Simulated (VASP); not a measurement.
# BN (P6_3/mmc) in VASP: a series of runs, part 2 of 2

VASP 6.6.1. Earlier steps stand in the parts before.

### 4 Elastic constants, PBEsol

This run uses another cell than the first one, of 8.67 Å³/atom, 1.098 times its volume.

Input file INCAR:

```
PREC     = Accurate       # precision mode
ENCUT    = 600            # plane-wave cutoff, eV
EDIFF    = 1E-8           # SCF threshold, eV
ISMEAR   = 0              # smearing method
SIGMA    = 0.01           # smearing width, eV
LREAL    = False          # projectors in reciprocal space
LASPH    = True           # aspherical terms in the spheres
NELM     = 100            # most SCF steps
ALGO     = Normal         # electronic algorithm
ISIF     = 3              # what is computed and relaxed
LWAVE    = False          # write WAVECAR
LCHARG   = False          # write CHGCAR
GGA      = PS             # functional
NBANDS   = 16             # bands
IBRION   = 6              # ionic algorithm
NFREE    = 2            
POTIM    = 0.015          # step
NSW      = 1              # ionic steps
```

Input file KPOINTS:

```
Automatic mesh
0
Gamma
  10 10 4
```

Input file POSCAR:

```
BN
1.0
    2.5003259406      0.0000000000      0.0000000000
   -1.2501629703      2.1653457823      0.0000000000
    0.0000000000      0.0000000000      6.4040907694
B N
2 2
Direct
    0.3333333333      0.6666666667      0.2500000000
    0.6666666667      0.3333333333      0.7500000000
    0.3333333333      0.6666666667      0.7500000000
    0.6666666667      0.3333333333      0.2500000000
```

Potentials or basis: VASP PAW PBE potentials, release 64 (B, N).

Started as:

```bash
$ cat potpaw_PBE.64/B/POTCAR potpaw_PBE.64/N/POTCAR > POTCAR
$ mpirun -np 1 vasp_std > vasp.out
```

OUTCAR:

```text
PREC = Accurate
   ENCUT = 600
   EDIFF = 1E-8
   ISMEAR = 0
   LREAL = False
   LASPH = True
   NELM = 100
   ISIF = 3
   GGA = PS
   IBRION = 6
   NFREE = 2
   POTIM = 0.015
   NSW = 1

 ion  position               nearest neighbor table
   1  0.333  0.667  0.250-   4 1.44   4 1.44   4 1.44
   2  0.667  0.333  0.750-   3 1.44   3 1.44   3 1.44
   3  0.333  0.667  0.750-   2 1.44   2 1.44   2 1.44
   4  0.667  0.333  0.250-   1 1.44   1 1.44   1 1.44

  LATTYP: Found a hexagonal cell.
 ALAT       =     2.5003259406
 C/A-ratio  =     2.5613023748

  Lattice vectors:

 A1 = (   2.5003259406,   0.0000000000,   0.0000000000)
 A2 = (  -1.2501629703,   2.1653457823,   0.0000000000)
 A3 = (   0.0000000000,   0.0000000000,   6.4040907694)

[... 902 lines left out ...]

 INTERNAL STRAIN TENSOR FOR ION    4 for displacements in x,y,z  (eV/Angst):
          X           Y           Z          XY          YZ          ZX
  --------------------------------------------------------------------------------
  x     0.00000     0.00000     0.00000    13.69083     0.00000     0.00000
  y    13.69083   -13.69083     0.00000    -0.00000     0.00000     0.00000
  z    -0.00000     0.00000     0.00000     0.00000     0.00000     0.00000

 Eigenvectors and eigenvalues of the dynamical matrix
 ----------------------------------------------------

   1 f  =   41.084439 THz   258.141143 2PiTHz 1370.429371 cm-1   169.911510 meV
             X         Y         Z           dx          dy          dz
     -0.000000  1.443564  1.601023    -0.530766   -0.000150    0.000000
      1.250163  0.721782  4.803068     0.530766    0.000150    0.000000
     -0.000000  1.443564  4.803068    -0.467212   -0.000132    0.000000
      1.250163  0.721782  1.601023     0.467212    0.000132    0.000000
[... 71 lines left out ...]
  12 f/i=    0.000713 THz     0.004479 2PiTHz    0.023778 cm-1     0.002948 meV
             X         Y         Z           dx          dy          dz
     -0.000000  1.443564  1.601023    -0.414959    0.213679   -0.000000
      1.250163  0.721782  4.803068    -0.414959    0.213679   -0.000000
     -0.000000  1.443564  4.803068    -0.472245    0.243177   -0.000000
      1.250163  0.721782  1.601023    -0.472245    0.243177   -0.000000

--------------------------------------------------------------------------------------------------------

 ELASTIC MODULI CONTR FROM IONIC RELAXATION (kBar)
 Direction    XX          YY          ZZ          XY          YZ          ZX
 --------------------------------------------------------------------------------
 XX        -420.0913    420.0913     -0.0000      0.0000      0.0000      0.0000
 YY         420.0913   -420.0913      0.0000     -0.0000      0.0000      0.0000
 ZZ          -0.0000      0.0000     -0.0000      0.0000      0.0000      0.0000
 XY           0.0000     -0.0000      0.0000   -420.0913      0.0000      0.0000
 YZ           0.0000      0.0000      0.0000      0.0000      0.0000      0.0000
 ZX           0.0000      0.0000      0.0000      0.0000      0.0000      0.0000
 --------------------------------------------------------------------------------

 TOTAL ELASTIC MODULI (kBar)
 Direction    XX          YY          ZZ          XY          YZ          ZX
 --------------------------------------------------------------------------------
 XX        9155.7502   2176.3065     25.1575      0.0000     -0.0000      0.0000
 YY        2176.3065   9155.7502     25.1575     -0.0000     -0.0000      0.0000
 ZZ          25.1575     25.1575    328.3603      0.0000      0.0000      0.0000
 XY           0.0000     -0.0000     -0.0000   3489.7218      0.0000     -0.0000
 YZ          -0.0000     -0.0000      0.0000     -0.0000     57.3380      0.0000
 ZX          -0.0000      0.0000     -0.0000     -0.0000      0.0000     57.3397
 --------------------------------------------------------------------------------
```

OSZICAR:

```text
N       E                     dE             d eps       ncg     rms          rms(c)
DAV:   1     0.563407000789E+02    0.56341E+02   -0.87759E+03  1344   0.105E+03
DAV:   2    -0.362615367158E+02   -0.92602E+02   -0.83480E+02  1864   0.246E+02
DAV:   3    -0.399492287640E+02   -0.36877E+01   -0.36698E+01  1792   0.482E+01
DAV:   4    -0.399714092930E+02   -0.22181E-01   -0.22175E-01  1656   0.396E+00
[... 233 lines left out ...]
DAV:   3    -0.365581272549E+02    0.70901E-03   -0.15967E-03  2008   0.379E-01    0.385E-02
DAV:   4    -0.365581583038E+02   -0.31049E-04   -0.35053E-04  1904   0.127E-01    0.106E-02
DAV:   5    -0.365581592319E+02   -0.92812E-06   -0.23173E-06  2144   0.130E-02    0.453E-03
DAV:   6    -0.365581595191E+02   -0.28721E-06   -0.47975E-07  2040   0.554E-03    0.745E-04
DAV:   7    -0.365581595274E+02   -0.83000E-08   -0.33444E-08  1944   0.153E-03
  21 F= -.36558160E+02 E0= -.36558160E+02  d E =-.293518-113
```

Wall time 11 min (1 thread of Intel Xeon Platinum 8375C at 2.90GHz (Ice Lake), shared host); peak memory 0.31 GiB.

What came out:

```yaml
Voigt_bulk_modulus: 257 GPa
Highest_phonon_frequency_at_Γ_LO-TO_splitting_left_out: 1370 cm⁻¹
```

Phonon frequencies in cm⁻¹ (negative: imaginary):
| q point | frequencies |
| --- | --- |
| (0.000, 0.000, 0.000) | 0 0 0 54 54 130 730 790 1370 1370 1370 1370 |

Elastic tensor in Voigt notation (GPa, in the Cartesian axes of the cell as first typed):
```
916 218   3   0   0   0
218 916   3   0   0   0
  3   3  33   0   0   0
  0   0   0   6   0   0
  0   0   0   0   6   0
  0   0   0   0   0 349
```

Clamped-ion elastic tensor (GPa):
```
958 176   3   0   0   0
176 958   3   0   0   0
  3   3  33   0   0   0
  0   0   0   6   0   0
  0   0   0   0   6   0
  0   0   0   0   0 391
```

Caveat: the cell is under stress, which shifts elastic constants; the PAW data sets were made with another functional, which shifts forces and pressure a little; this functional lacks dispersion, which binds the layers, so the pressure and a relaxed spacing across them are unreliable.
